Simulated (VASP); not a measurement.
Set up this calculation in VASP 6.6.1, as the native input.

```
Task                   : relaxation of cell and atoms
Functional             : r2SCAN
Potentials or basis    : VASP PAW PBE potentials, release 64 (Ga_d, N)
Cutoff                 : 600 eV
k mesh                 : 10 × 10 × 10
Occupations            : fermi-dirac, width 0.05 eV
Spin                   : no spin polarisation
Dipole correction      : no
Further INCAR settings : ALGO = Normal; EDIFF = 1e-06; IBRION = 2; EDIFFG = -0.01; NSW = 60; ISIF = 3
```

The system is GaN.

```
Ga N
1.0
     0.00000    2.25350    2.25350
     2.25350    0.00000    2.25350
     2.25350    2.25350    0.00000
Ga N
1 1
Direct
  0.00000 0.00000 0.00000
  0.25000 0.25000 0.25000
```

The input as run:

POSCAR

```
GaN
1.0
    0.0000000000      2.2535006075      2.2535006075
    2.2535006075      0.0000000000      2.2535006075
    2.2535006075      2.2535006075      0.0000000000
Ga N
1 1
Direct
    0.0000000000      0.0000000000      0.0000000000
    0.2500000000      0.2500000000      0.2500000000
```

INCAR.step1

```
ALGO     = Normal         # electronic algorithm
EDIFF    = 1E-4           # SCF threshold, eV
ENCUT    = 600            # plane-wave cutoff, eV
GGA      = PE             # functional
ISMEAR   = -1             # smearing method
LASPH    = True           # aspherical terms in the spheres
LCHARG   = False          # write CHGCAR
LREAL    = False          # projectors in reciprocal space
LWAVE    = True           # write WAVECAR
NELM     = 100            # most SCF steps
PREC     = Accurate       # precision mode
SIGMA    = 0.05           # smearing width, eV
```

INCAR.step2

```
ALGO     = Normal         # electronic algorithm
EDIFF    = 1E-6           # SCF threshold, eV
EDIFFG   = -0.01          # ionic threshold
ENCUT    = 600            # plane-wave cutoff, eV
IBRION   = 2              # ionic algorithm
ISIF     = 3              # what is computed and relaxed
ISMEAR   = -1             # smearing method
ISTART   = 1            
LASPH    = True           # aspherical terms in the spheres
LCHARG   = False          # write CHGCAR
LMIXTAU  = True         
LREAL    = False          # projectors in reciprocal space
LWAVE    = False          # write WAVECAR
METAGGA  = R2SCAN         # meta-GGA
NELM     = 100            # most SCF steps
NSW      = 60             # ionic steps
PREC     = Accurate       # precision mode
SIGMA    = 0.05           # smearing width, eV
```

KPOINTS

```
k-points
0
Gamma
  10 10 10
```

Potentials or basis: VASP PAW PBE potentials, release 64 (Ga_d, N).

Command:

```console
$ cat potpaw_PBE.64/Ga_d/POTCAR potpaw_PBE.64/N/POTCAR > POTCAR
$ cp INCAR.step1 INCAR
$ mpirun -np 1 vasp_std > vasp.out
$ cp INCAR.step2 INCAR
$ mpirun -np 1 vasp_std > vasp.out
```

It gave:

```yaml
Pressure_after_relaxing: 0.0 GPa
Band_gap_on_the_k_mesh: 2.12 eV
```

Caveat: the relaxation stopped at its first step, so nothing moved; the PAW data sets were made with another functional, which shifts forces and pressure a little.

Run time: 2.7 min on 1 thread of AMD EPYC 7R13, on a shared host, peak memory 0.15 GiB.
